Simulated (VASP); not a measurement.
# SiGe2 (Fm-3m) in VASP: notebook

SiGe2 is run at these levels: PBE; tasks: single point, relaxation of cell and atoms.

All numbers are computed with VASP 6.6.1; they aren't measurements. Logs are shortened: lines on timing, memory, paths and dates and some standing lists are left out, and cuts for length are marked.

**1. The cell of the first run**

Symmetry: Fm-3m, No. 225, cubic system. Conventional cell: a = 6.221 Å, b = 6.221 Å, c = 6.221 Å, α = 90.00°, β = 90.00°, γ = 90.00°. Si (site symmetry m-3m) has 8 Ge at 2.69 Å within 3.6 Å. Ge (site symmetry -43m) has 4 Si at 2.69 Å and 6 Ge at 3.11 Å within 3.6 Å.

**2. Single point, PBE**

Contents of INCAR:

```
SYSTEM = SiGe2
PREC     = Accurate       ! precision mode
ENCUT    = 520            ! plane-wave cutoff, eV
EDIFF    = 1E-6           ! SCF threshold, eV
ISMEAR   = 0              ! smearing method
SIGMA    = 0.1            ! smearing width, eV
LREAL    = .False.        ! projectors in reciprocal space
LASPH    = .True.         ! aspherical terms in the spheres
NELM     = 100            ! most SCF steps
ALGO     = Fast           ! electronic algorithm
ISIF     = 2              ! what is computed and relaxed
LWAVE    = .False.        ! write WAVECAR
LCHARG   = .False.        ! write CHGCAR
GGA      = PE             ! functional
NBANDS   = 23             ! bands
```

Contents of KPOINTS:

```
regular mesh
0
Gamma
  12 12 12
  0 0 0
```

Contents of POSCAR:

```
SiGe2
1.0
    0.0000000000      3.1103533917      3.1103533917
    3.1103533917      0.0000000000      3.1103533917
    3.1103533917      3.1103533917      0.0000000000
Si Ge
1 2
Direct
    0.0000000000      0.0000000000      0.0000000000
    0.7500000000      0.7500000000      0.7500000000
    0.2500000000      0.2500000000      0.2500000000
```

Potentials or basis: VASP PAW PBE potentials, release 64 (Si, Ge_d).

Started as:

```bash
> cat potpaw_PBE.64/Si/POTCAR potpaw_PBE.64/Ge_d/POTCAR > POTCAR
> mpirun -np 1 vasp_std > vasp.out
```

OUTCAR:

```text
SYSTEM = SiGe2
   PREC = Accurate
   ENCUT = 520
   EDIFF = 1E-6
   ISMEAR = 0
   LREAL = .False.
   LASPH = .True.
   NELM = 100
   ISIF = 2
   GGA = PE

 ion  position               nearest neighbor table
   1  0.000  0.000  0.000-   2 2.69   2 2.69   2 2.69   3 2.69   3 2.69   3 2.69   3 2.69   2 2.69

   2  0.750  0.750  0.750-   1 2.69   1 2.69   1 2.69   1 2.69
   3  0.250  0.250  0.250-   1 2.69   1 2.69   1 2.69   1 2.69

  LATTYP: Found a face centered cubic cell.
 ALAT       =     6.2207067834

  Lattice vectors:

 A1 = (   0.0000000000,   3.1103533917,   3.1103533917)
 A2 = (   3.1103533917,   0.0000000000,   3.1103533917)
 A3 = (   3.1103533917,   3.1103533917,   0.0000000000)

Analysis of symmetry for initial positions (statically):
=====================================================================
 Subroutine PRICEL returns:
 Original cell was already a primitive cell.

 Routine SETGRP: Setting up the symmetry group for a
 face centered cubic supercell.

 Subroutine GETGRP returns: Found 48 space group operations
 (whereof 48 operations were pure point group operations)
 out of a pool of 48 trial point group operations.

The static configuration has the point symmetry O_h .

Analysis of symmetry for dynamics (positions and initial velocities):
=====================================================================
 Subroutine PRICEL returns:
 Original cell was already a primitive cell.

 Routine SETGRP: Setting up the symmetry group for a
 face centered cubic supercell.

 Subroutine GETGRP returns: Found 48 space group operations
 (whereof 48 operations were pure point group operations)
 out of a pool of 48 trial point group operations.

The dynamic configuration has the point symmetry O_h .

 Subroutine INISYM returns: Found 48 space group operations
 (whereof 48 operations are pure point group operations),
 and found     1 'primitive' translations

----------------------------------------------------------------------------------------

                                     Primitive cell

  volume of cell :      60.1810

  direct lattice vectors                    reciprocal lattice vectors
     0.000000000  3.110353392  3.110353392    -0.160753438  0.160753438  0.160753438
     3.110353392  0.000000000  3.110353392     0.160753438 -0.160753438  0.160753438
     3.110353392  3.110353392  0.000000000     0.160753438  0.160753438 -0.160753438

  length of vectors
     4.398703950  4.398703950  4.398703950     0.278433121  0.278433121  0.278433121
[... 83 lines left out ...]
   EDIFF  = 0.1E-05   stopping-criterion for ELM
   LREAL  =      F    real-space projection
   EDIFFG = 0.1E-04   stopping-criterion for IOM
   NSW    =      0    number of steps for IOM
   IBRION =     -1    ionic relax: 0-MD 1-quasi-New 2-CG
   NFREE  =      0    steps in history (QN), initial steepest desc. (CG)
   ISIF   =      2    stress and relaxation
   ISYM   =      2    0-nonsym 1-usesym 2-fastsym
   POTIM  = 0.5000    time-step for ionic-motion
   TEBEG  =    0.0;   TEEND  =   0.0 temperature during run
   PSTRESS=    0.0 pullay stress
   NELECT =      32.0000    total number of electrons
   NUPDOWN=      -1.0000    fix difference up-down
   EMIN   =  10.00;   EMAX   =-10.00  energy-range for DOS
   EFERMI =   0.00;   METHOD = LEGACY
   ISMEAR =     0;   SIGMA  =   0.10  broadening in eV -4-tet -1-fermi 0-gaus
   EFERMI_NEDOS =   21; number of points for ismear=-14 and -15
   IALGO  =     68    algorithm
   IMIX   =      4    mixing-type and parameters
     AMIX     =   0.40;   BMIX     =  1.00
     AMIX_MAG =   1.60;   BMIX_MAG =  1.00
  volume/ion in A,a.u.               =      20.06       135.37
  Fermi-wavevector in a.u.,A,eV,Ry     =   1.326290  2.506324 23.933254  1.759045
  Thomas-Fermi vector in A             =   2.455688
   LORBIT       =      0    0 simple, 1 ext, 2 COOP (PROOUT), +10 PAW based schemes
   GGA     = PE    functional components
   LHFCALC =     F    Hartree Fock is set to
   AEXX    =    0.0000 exact exchange contribution
   IVDW    =     0    specifies the selected vdW correction
   LEPSILON=     F    determine dielectric tensor
   LRPA    =     F    only Hartree local field effects (RPA)
 non-spin polarized calculation
 RMM-DIIS sequential band-by-band and
 Gauss-broadening in eV      SIGMA  =   0.10
  energy-cutoff  :      520.00
  volume of cell :       60.18
 maximum number of plane-waves:      1640
 NGX is ok and might be reduce to    36
   NGX = 17   NGY = 17   NGZ = 17

 number of electron      31.9999987 magnetization

 Free energy of the ion-electron system (eV)
  ---------------------------------------------------
  ext. energy  EPLUGINS =         0.00000000
  ---------------------------------------------------
  free energy    TOTEN  =       -13.28954633 eV

  energy without entropy =      -13.28189466  energy(sigma->0) =      -13.28572049

 E-fermi :   6.2012     XC(G=0): -10.4042

 val. band max:        6.1950854478   @ k =   0.4167   0.0833   0.0000
 cond. band min:       6.2069528939   @ k =   0.4167   0.0000   0.0000
 fundamental gap:      0.0118674460
 Fermi energy:         6.2011743471

 k-point     1 :       0.0000    0.0000    0.0000
  band No.  band energies     occupation
      1     -18.5330      2.00000
      2     -18.5330      2.00000
      3     -18.5121      2.00000
      4     -18.5121      2.00000
      5     -18.5121      2.00000
      6     -18.4674      2.00000
[... 613 lines left out ...]
     22      13.5304      0.00000
     23      15.0150      0.00000

 [... further k-points ...]

------------------------ aborting loop because EDIFF is reached ----------------------------------------

  FORCE on cell =-STRESS in cart. coord.  units (eV):
  Direction    XX          YY          ZZ          XY          YZ          ZX
  --------------------------------------------------------------------------------------
  -------------------------------------------------------------------------------------
  Total       -0.0338319     -0.0338319     -0.0338319      0.0000000      0.0000000     -0.0000000
  in kB       -0.9006953     -0.9006953     -0.9006953      0.0000000      0.0000000     -0.0000000
  external PRESSURE =      -0.9006953 kB  Pullay stress =       0.0000000 kB

 VOLUME and BASIS-vectors are now :
 -----------------------------------------------------------------------------
  energy-cutoff  :      520.00
  volume of cell :       60.18
      direct lattice vectors                 reciprocal lattice vectors
     0.000000000  3.110353392  3.110353392    -0.160753438  0.160753438  0.160753438
     3.110353392  0.000000000  3.110353392     0.160753438 -0.160753438  0.160753438
     3.110353392  3.110353392  0.000000000     0.160753438  0.160753438 -0.160753438

 POSITION                                       TOTAL-FORCE (eV/Angst)
 -----------------------------------------------------------------------------------
      0.00000      0.00000      0.00000        -0.000000      0.000000      0.000000
      4.66553      4.66553      4.66553        -0.000000     -0.000000     -0.000000
      1.55518      1.55518      1.55518         0.000000      0.000000      0.000000
 -----------------------------------------------------------------------------------
    total drift:                                0.000000      0.000000      0.000000

  FREE ENERGIE OF THE ION-ELECTRON SYSTEM (eV)
  ---------------------------------------------------
  free  energy   TOTEN  =       -13.2895463270 eV

  energy  without entropy=      -13.2818946576  energy(sigma->0) =      -13.28572049
```

OSZICAR:

```text
N       E                     dE             d eps       ncg     rms          rms(c)
DAV:   1     0.225501945443E+03    0.22550E+03   -0.15774E+04  3834   0.335E+03
DAV:   2     0.210850164191E+02   -0.20442E+03   -0.19493E+03  3347   0.675E+02
DAV:   3    -0.121465517008E+02   -0.33232E+02   -0.32688E+02  4026   0.147E+02
DAV:   4    -0.133512088635E+02   -0.12047E+01   -0.12035E+01  3697   0.315E+01
DAV:   5    -0.133779349007E+02   -0.26726E-01   -0.26725E-01  4104   0.538E+00    0.310E+00
RMM:   6    -0.133086470484E+02    0.69288E-01   -0.57756E-02  4262   0.197E+00    0.181E+00
RMM:   7    -0.132907692676E+02    0.17878E-01   -0.33259E-02  4291   0.111E+00    0.374E-01
RMM:   8    -0.132893384832E+02    0.14308E-02   -0.79746E-03  4319   0.994E-01    0.103E-01
RMM:   9    -0.132895867493E+02   -0.24827E-03   -0.26775E-03  4451   0.558E-01    0.711E-02
RMM:  10    -0.132895260848E+02    0.60665E-04   -0.77688E-04  4601   0.310E-01    0.227E-02
RMM:  11    -0.132895453126E+02   -0.19228E-04   -0.23884E-04  5026   0.135E-01    0.824E-03
RMM:  12    -0.132895461868E+02   -0.87426E-06   -0.20801E-05  4584   0.448E-02    0.438E-03
RMM:  13    -0.132895463270E+02   -0.14022E-06   -0.44461E-06  3433   0.184E-02
   1 F= -.13289546E+02 E0= -.13285720E+02  d E =-.765167E-02
```

Wall time 41 s (1 thread of Intel Xeon 6975P-C (Granite Rapids), shared host); peak memory 0.25 GiB.

What came out:

```
Free energy            : -13.2895 eV
Pressure               : -0.1 GPa
Band gap on the k mesh : zero (bands 16 and 17 overlap by 2.09 eV)
```

Levels at points of the mesh, in eV from the Fermi level:
```csv
k point,band 13,band 14,band 15,band 16,band 17,band 18,band 19,band 20
"(0.00, 0.00, 0.00)",-1.57,-1.57,-1.57,-1.36,-1.04,-1.04,-1.04,4.05
"(0.50, 0.00, 0.00)",-4.39,-2.75,-2.75,-0.66,-0.66,0.02,5.06,5.72
"(0.50, 0.50, 0.00)",-7.06,-4.62,-4.62,-1.20,4.14,4.14,4.88,6.38
```

[end of part 1 of 2]
